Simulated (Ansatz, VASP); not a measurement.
## SnTe3As: VASP beside Ansatz

```
Sn Te As
1.0
     5.49657    0.00000    0.00000
     0.00000    5.49657    0.00000
     0.00000    0.00000    5.49657
Sn Te As
1 3 1
Direct
  0.00000 0.00000 0.00000
  0.00000 0.50000 0.50000
  0.50000 0.00000 0.50000
  0.50000 0.50000 0.00000
  0.50000 0.50000 0.50000
```

Change from the starting cell: species swapped into the DyBRh3 type (Pm-3m, No. 221).

Alike in both runs: task relaxation of cell and atoms; functional PBE; k mesh 8 × 8 × 8; occupations gaussian, width 0.1 eV; no spin polarisation.

```csv
,VASP,Ansatz
version,VASP 6.6.1,Ansatz 0.2.0
potentials or method,"VASP PAW PBE potentials, release 64 (Sn_d, Te, As), cutoff 600 eV","scalar-relativistic, plane waves, PAW"
valence electrons in the cell,37,77
```

|  | VASP | Ansatz | Ansatz less VASP |
| --- | --- | --- | --- |
| gap on the k mesh at the Fermi level, each at its own relaxed structure (eV) | none | none | - |
| relaxed volume (Å³/atom) | 32.68 | 32.68 | -0.002 |
| relaxed length of the cell vector where the two differ most in proportion (Å) | 5.467 | 5.467 | -0.0001 |

A gap of «none» marks a metal or a gap that the smearing closes. VASP's potentials hold 37 valence electrons a cell and Ansatz's 77, so a difference there can come from the potentials and not from the codes.

Spin-orbit coupling is off throughout.
